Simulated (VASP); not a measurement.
# C (C2/m) in VASP: further runs

Runs on C. Level: r2SCAN. Tasks: single point.

Program: VASP 6.6.1. These are calculated values, not measurements. Logs are shortened: lines on timing, memory, paths and dates and some standing lists are left out, and cuts for length are marked.

### 1 The cell of the first run

The typed cell holds 6 atoms: a = 2.456 Å, b = 2.456 Å, c = 10.305 Å, α = 90.04°, β = 90.04°, γ = 60.00°.

### 2 Single point, r2SCAN (the distance across one plane changed)

POSCAR

```
C
1.0
   -2.1268362731      1.2279462884      0.0110113261
   -2.1268362731     -1.2279462884      0.0110113261
    0.0614583176      0.0000000000     10.3051894789
C
6
Direct
    0.1667142779      0.1667142779      0.8576141354
    0.5000106333      0.5000106333      0.1715401104
    0.8333624556      0.8333624556      0.5145771229
    0.1666745242      0.1666745242      0.1715312059
    0.5000263465      0.5000263465      0.5145682184
    0.8333781688      0.8333781688      0.8576052309
```

INCAR.step1

```
ALGO = Normal
EDIFF = 1E-4
ENCUT = 520
GGA = PE
ISMEAR = 0
LASPH = T
LCHARG = F
LREAL = F
LWAVE = T
NBANDS = 21
NELM = 100
PREC = Accurate
SIGMA = 0.05
```

INCAR.step2

```
ALGO = Normal
EDIFF = 1E-6
ENCUT = 520
ISIF = 2
ISMEAR = 0
ISTART = 1
LASPH = T
LCHARG = F
LMIXTAU = T
LREAL = F
LWAVE = F
METAGGA = R2SCAN
NBANDS = 21
NELM = 100
PREC = Accurate
SIGMA = 0.05
```

KPOINTS

```
k-points
0
Gamma
  12 12 3
```

Potentials or basis: VASP PAW PBE potentials, release 64 (C).

Run with:

```
> cat potpaw_PBE.64/C/POTCAR > POTCAR
> cp INCAR.step1 INCAR
> mpirun -np 1 vasp_std > vasp.out
> cp INCAR.step2 INCAR
> mpirun -np 1 vasp_std > vasp.out
```

OUTCAR:

```text
EDIFF = 1E-6
   ENCUT = 520
   ISIF = 2
   ISMEAR = 0
   ISTART = 1
   LASPH = T
   LREAL = F
   METAGGA = R2SCAN
   NELM = 100
   PREC = Accurate

 ion  position               nearest neighbor table
   1  0.167  0.167  0.858-   6 1.42   6 1.42   6 1.42
   2  0.500  0.500  0.172-   4 1.42   4 1.42   4 1.42
   3  0.833  0.833  0.515-   5 1.42   5 1.42   5 1.42
   4  0.167  0.167  0.172-   2 1.42   2 1.42   2 1.42
   5  0.500  0.500  0.515-   3 1.42   3 1.42   3 1.42
   6  0.833  0.833  0.858-   1 1.42   1 1.42   1 1.42

  LATTYP: Found a base centered monoclinic cell.
 ALAT       =     4.2537295550
 B/A-ratio  =     0.5773504274
 C/A-ratio  =     2.4226675926
 COS(beta)  =    -0.0007864710

  Lattice vectors:

 A1 = (  -2.1268362731,   1.2279462884,   0.0110113261)
 A2 = (  -2.1268362731,  -1.2279462884,   0.0110113261)
 A3 = (   0.0614583176,   0.0000000000,  10.3051894789)

Analysis of symmetry for initial positions (statically):
=====================================================================
 Subroutine PRICEL returns:
 Original cell was already a primitive cell.

 Routine SETGRP: Setting up the symmetry group for a
 base centered monoclinic supercell.

 Subroutine GETGRP returns: Found  4 space group operations
 (whereof  2 operations were pure point group operations)
 out of a pool of  4 trial point group operations.

The static configuration has the point symmetry C_1h.
 The point group associated with its full space group is C_2h.

Analysis of symmetry for dynamics (positions and initial velocities):
=====================================================================
 Subroutine PRICEL returns:
 Original cell was already a primitive cell.

 Routine SETGRP: Setting up the symmetry group for a
 base centered monoclinic supercell.

 Subroutine GETGRP returns: Found  4 space group operations
 (whereof  2 operations were pure point group operations)
 out of a pool of  4 trial point group operations.

The dynamic configuration has the point symmetry C_1h.
 The point group associated with its full space group is C_2h.

 Subroutine INISYM returns: Found  4 space group operations
 (whereof  2 operations are pure point group operations),
 and found     1 'primitive' translations

----------------------------------------------------------------------------------------

                                     Primitive cell

  volume of cell :      53.8286

  direct lattice vectors                    reciprocal lattice vectors
    -2.126836273  1.227946288  0.011011326    -0.235083710  0.407183934  0.001401997
    -2.126836273 -1.227946288  0.011011326    -0.235083710 -0.407183934  0.001401997
     0.061458318  0.000000000 10.305189479     0.000502384  0.000000000  0.097035491

  length of vectors
     2.455892072  2.455892072 10.305372741     0.470175576  0.470175576  0.097036792

  position of ions in fractional coordinates (direct lattice)
     0.166714278  0.166714278  0.857614135
     0.500010633  0.500010633  0.171540110
     0.833362456  0.833362456  0.514577123
     0.166674524  0.166674524  0.171531206
     0.500026347  0.500026347  0.514568218
     0.833378169  0.833378169  0.857605231

  ion indices of the primitive-cell ions
   primitive index   ion index
                 1           1
                 2           2
                 3           3
                 4           4
                 5           5
                 6           6

----------------------------------------------------------------------------------------

 KPOINTS: k-points

Automatic generation of k-mesh.
 Grid dimensions read from file:
 generate k-points for:   12   12    3

 Generating k-lattice:

  Cartesian coordinates                     Fractional coordinates (reciprocal lattice)
    -0.019590309  0.033931994  0.000116833     0.083333333 -0.000000000  0.000000000
    -0.019590309 -0.033931994  0.000116833    -0.000000000  0.083333333  0.000000000
     0.000167461  0.000000000  0.032345164     0.000000000  0.000000000  0.333333333

  Length of vectors
     0.039181298  0.039181298  0.032345597

  Shift w.r.t. Gamma in fractional coordinates (k-lattice)
     0.000000000  0.000000000  0.000000000

 Subroutine IBZKPT returns following result:
 ===========================================

 Found    121 irreducible k-points:

 Following reciprocal coordinates:
            Coordinates               Weight
  0.000000  0.000000  0.000000      1.000000
  0.083333  0.000000  0.000000      4.000000
  0.166667  0.000000  0.000000      4.000000
  0.250000  0.000000  0.000000      4.000000
  0.333333  0.000000  0.000000      4.000000
  0.416667  0.000000 -0.000000      4.000000
[... 16 lines left out ...]
  0.500000  0.166667  0.000000      4.000000
 -0.416667  0.166667 -0.000000      4.000000
 [... further k-points ...]
   k-points           NKPTS =    121   k-points in BZ     NKDIM =    121   number of bands    NBANDS=     21
   number of dos      NEDOS =    301   number of ions     NIONS =      6
   total plane-waves  NPLWV =  25920
   dimension x,y,z NGX =    18 NGY =   18 NGZ =   80
   dimension x,y,z NGXF=    36 NGYF=   36 NGZF=  160
   ions per type =               6
   NGX,Y,Z   is equivalent  to a cutoff of  12.18, 12.18, 12.91 a.u.
   NGXF,Y,Z  is equivalent  to a cutoff of  24.37, 24.37, 25.81 a.u.
 SYSTEM =  unknown system
   PREC   = accura    normal or accurate (medium, high low for compatibility)
   ISTART =      1    job   : 0-new  1-cont  2-samecut
   ICHARG =      0    charge: 1-file 2-atom 10-const
   ISPIN  =      1    spin polarized calculation?
   LNONCOLLINEAR =      F non collinear calculations
   LSORBIT =      F    spin-orbit coupling
   LASPH  =      T    aspherical Exc in radial PAW
   ENCUT  =  520.0 eV  38.22 Ry    6.18 a.u.   4.57  4.57 19.16*2*pi/ulx,y,z
   NELM   =    100;   NELMIN=  2; NELMDL=  0     # of ELM steps
   EDIFF  = 0.1E-05   stopping-criterion for ELM
   LREAL  =      F    real-space projection
   EDIFFG = 0.1E-04   stopping-criterion for IOM
   NSW    =      0    number of steps for IOM
   IBRION =     -1    ionic relax: 0-MD 1-quasi-New 2-CG
   NFREE  =      0    steps in history (QN), initial steepest desc. (CG)
   ISIF   =      2    stress and relaxation
   ISYM   =      2    0-nonsym 1-usesym 2-fastsym
   POTIM  = 0.5000    time-step for ionic-motion
   TEBEG  =    0.0;   TEEND  =   0.0 temperature during run
   PSTRESS=    0.0 pullay stress
   NELECT =      24.0000    total number of electrons
   NUPDOWN=      -1.0000    fix difference up-down
   EMIN   =  10.00;   EMAX   =-10.00  energy-range for DOS
   EFERMI =   0.00;   METHOD = LEGACY
   ISMEAR =     0;   SIGMA  =   0.05  broadening in eV -4-tet -1-fermi 0-gaus
   EFERMI_NEDOS =   21; number of points for ismear=-14 and -15
   IALGO  =     38    algorithm
   IMIX   =      4    mixing-type and parameters
     AMIX     =   0.40;   BMIX     =  1.00
     AMIX_MAG =   1.60;   BMIX_MAG =  1.00
  volume/ion in A,a.u.               =       8.97        60.54
  Fermi-wavevector in a.u.,A,eV,Ry     =   1.250665  2.363414 21.281727  1.564163
  Thomas-Fermi vector in A             =   2.384649
   LORBIT       =      0    0 simple, 1 ext, 2 COOP (PROOUT), +10 PAW based schemes
   METAGGA = R2SCAN    functional components
   LHFCALC =     F    Hartree Fock is set to
   AEXX    =    0.0000 exact exchange contribution
   IVDW    =     0    specifies the selected vdW correction
   LEPSILON=     F    determine dielectric tensor
   LRPA    =     F    only Hartree local field effects (RPA)
 non-spin polarized calculation
 Gauss-broadening in eV      SIGMA  =   0.05
  energy-cutoff  :      520.00
  volume of cell :       53.83
 maximum number of plane-waves:      1471
   NGX =  9   NGY =  9   NGZ = 39

 number of electron      23.9999993 magnetization

 Free energy of the ion-electron system (eV)
  ---------------------------------------------------
  ext. energy  EPLUGINS =         0.00000000
  ---------------------------------------------------
  free energy    TOTEN  =       -59.61131987 eV

  energy without entropy =      -59.61131987  energy(sigma->0) =      -59.61131987

 E-fermi :   4.5019     XC(G=0): -10.9696

 val. band max:        4.2374354574   @ k =  -0.3333   0.3333   0.0000
 cond. band min:       4.7356038495   @ k =  -0.3333   0.3333   0.0000
 fundamental gap:      0.4981683920
 Fermi energy:         4.5019378120

 k-point     1 :       0.0000    0.0000    0.0000
  band No.  band energies     occupation
      1     -16.4849      2.00000
      2     -16.3189      2.00000
      3     -16.2551      2.00000
      4      -4.2159      2.00000
      5      -3.9574      2.00000
      6      -2.6489      2.00000
[... 13 lines left out ...]
     20      13.2489      0.00000
     21      13.3934      0.00000

 k-point     2 :       0.0833    0.0000    0.0000
  band No.  band energies     occupation
      1     -16.3091      2.00000
      2     -16.1448      2.00000
      3     -16.0814      2.00000
      4      -4.0051      2.00000
      5      -3.7475      2.00000
      6      -2.4475      2.00000
[... 13 lines left out ...]
     20      13.9652      0.00000
     21      13.9952      0.00000

 k-point     3 :       0.1667    0.0000    0.0000
  band No.  band energies     occupation
      1     -15.7837      2.00000
      2     -15.6243      2.00000
      3     -15.5623      2.00000
      4      -3.3774      2.00000
      5      -3.1228      2.00000
      6      -1.8500      2.00000
[... 13 lines left out ...]
     20      14.7148      0.00000
     21      14.8792      0.00000
[... 457 lines left out ...]
 k-point    23 :       0.5000    0.1667    0.0000
  band No.  band energies     occupation
      1     -11.7419      2.00000
      2     -11.6222      2.00000
      3     -11.5732      2.00000
      4      -7.7582      2.00000
      5      -7.6783      2.00000
      6      -7.6424      2.00000
[... 13 lines left out ...]
     20      16.4352      0.00000
     21      16.9019      0.00000

 k-point    24 :      -0.4167    0.1667   -0.0000
  band No.  band energies     occupation
      1     -10.4086      2.00000
      2     -10.3847      2.00000
      3     -10.3204      2.00000
      4      -9.2039      2.00000
      5      -9.1902      2.00000
      6      -9.1496      2.00000
[... 13 lines left out ...]
     20      16.5904      0.00000
     21      16.8738      0.00000

 [... further k-points ...]

------------------------ aborting loop because EDIFF is reached ----------------------------------------

  FORCE on cell =-STRESS in cart. coord.  units (eV):
  Direction    XX          YY          ZZ          XY          YZ          ZX
  --------------------------------------------------------------------------------------
  -------------------------------------------------------------------------------------
  Total        0.3355915      0.3352791      0.2443688      0.0000000      0.0000000     -0.0017044
  in kB        9.9886934      9.9793947      7.2735011      0.0000000      0.0000000     -0.0507309
  external PRESSURE =       9.0805297 kB  Pullay stress =       0.0000000 kB

 VOLUME and BASIS-vectors are now :
 -----------------------------------------------------------------------------
  energy-cutoff  :      520.00
  volume of cell :       53.83
      direct lattice vectors                 reciprocal lattice vectors
    -2.126836273  1.227946288  0.011011326    -0.235083710  0.407183934  0.001401997
    -2.126836273 -1.227946288  0.011011326    -0.235083710 -0.407183934  0.001401997
     0.061458318  0.000000000 10.305189479     0.000502384  0.000000000  0.097035491

 POSITION                                       TOTAL-FORCE (eV/Angst)
 -----------------------------------------------------------------------------------
     -0.65644      0.00000      8.84155         0.000500      0.000000     -0.037072
     -2.11634      0.00000      1.77876         0.000976      0.000000      0.072730
     -3.51323      0.00000      5.32117         0.000741      0.000000      0.011797
     -0.69844      0.00000      1.77133        -0.000500      0.000000      0.037072
     -2.09532      0.00000      5.31373        -0.000741      0.000000     -0.011797
     -3.49221      0.00000      8.85614        -0.000976      0.000000     -0.072730
 -----------------------------------------------------------------------------------
    total drift:                                0.000001      0.000000      0.000045

  FREE ENERGIE OF THE ION-ELECTRON SYSTEM (eV)
  ---------------------------------------------------
  free  energy   TOTEN  =       -59.6113198689 eV

  energy  without entropy=      -59.6113198689  energy(sigma->0) =      -59.61131987
```

Run time: 3.7 min. Hardware: 1 thread of AMD EPYC 9R45 (Zen 5), shared host; peak memory 0.19 GiB.

What came out:

* Free energy: -59.6113 eV
* Pressure: 0.9 GPa
* Largest force: 0.073 eV/Å

Forces in eV/Å, atoms in the order of the input:
```
C    0.001  0.000 -0.037
C    0.001  0.000  0.073
C    0.001  0.000  0.012
C   -0.001  0.000  0.037
C   -0.001  0.000 -0.012
C   -0.001  0.000 -0.073
```

Caveat: the cell differs from its parent crystal (the distance across one plane changed); the PAW data sets were made with another functional, which shifts forces and pressure a little.

### 3 Single point, r2SCAN (the distance across one plane changed)

POSCAR

```
C
1.0
   -2.1268362731      1.2279462884      0.0110113261
   -2.1268362731     -1.2279462884      0.0110113261
    0.0656001234      0.0000000000     11.1051787573
C
6
Direct
    0.1665965646      0.1665965646      0.7958339934
    0.4999870883      0.4999870883      0.1591828369
    0.8332918264      0.8332918264      0.4775084151
    0.1666509804      0.1666509804      0.1591745739
    0.4999557186      0.4999557186      0.4775001521
    0.8332604568      0.8332604568      0.7958257303
```

INCAR.step1

```
ALGO = Normal ; EDIFF = 1E-4
ENCUT = 520 ; GGA = PE
ISMEAR = 0 ; LASPH = True
LCHARG = False ; LREAL = False
LWAVE = True ; NBANDS = 21
NELM = 80 ; PREC = Accurate
SIGMA = 0.05
```

INCAR.step2

```
ALGO = Normal ; EDIFF = 1E-6
ENCUT = 520 ; ISIF = 2
ISMEAR = 0 ; ISTART = 1
LASPH = True ; LCHARG = False
LMIXTAU = True ; LREAL = False
LWAVE = False ; METAGGA = R2SCAN
NBANDS = 21 ; NELM = 80
PREC = Accurate ; SIGMA = 0.05
```

KPOINTS is that of step 2.

Potentials or basis: VASP PAW PBE potentials, release 64 (C).

Run with:

```
> cat potpaw_PBE.64/C/POTCAR > POTCAR
> cp INCAR.step1 INCAR
> mpirun -np 1 vasp_std > vasp.out
> cp INCAR.step2 INCAR
> mpirun -np 1 vasp_std > vasp.out
```

It took 4.5 min on 1 thread of AMD EPYC 9R45 (Zen 5), shared host; peak memory 0.2 GiB.

The run converged. Its results:

```yaml
Free_energy: -59.6079 eV
Pressure: 0.5 GPa
Largest_force: 0.021 eV/Å
```

Forces on the atoms (eV/Å):
```
C    0.001  0.000  0.021
C    0.001  0.000 -0.006
C    0.001  0.000  0.012
C   -0.001  0.000 -0.021
C   -0.001  0.000 -0.012
C   -0.001  0.000  0.006
```

Stress tensor (GPa, compression positive):
```
 1.09  0.00 -0.01
 0.00  1.09  0.00
-0.01  0.00 -0.65
```

Caveat: the cell differs from its parent crystal (the distance across one plane changed); the PAW data sets were made with another functional, which shifts forces and pressure a little.

[end of part 1 of 2]
